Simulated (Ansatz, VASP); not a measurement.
# Two plane-wave programs on Sn

```
Sn
1.0
     0.00000    3.22775    3.22775
     3.22775    0.00000    3.22775
     3.22775    3.22775    0.00000
Sn
2
Cartesian
  3.2277 3.2277 3.2277
  4.8416 4.8416 4.8416
```

Alike in both runs: task single point; functional PBEsol; k mesh 14 × 14 × 14; occupations fermi-dirac, width 0.1 eV; no spin polarisation.

|  | VASP | Ansatz |
| --- | --- | --- |
| version | VASP 6.6.1 | Ansatz 0.2.0 |
| potentials or method | VASP PAW PBE potentials, release 64 (Sn_d), cutoff 520 eV | plane waves (420 eV) with PAW, scalar-relativistic |
| valence electrons in the cell | 28 | 28 |

Ansatz gave:

```
pressure (GPa) : 1.8
```

**Question.** What did VASP give for the same quantities?

**Answer.** Pressure (GPa): 1.7.

VASP's potentials were made for PBE, not for PBEsol, and Ansatz warns of the same on its side. With one functional, cell and mesh, what is left measures potentials, basis and numerics.
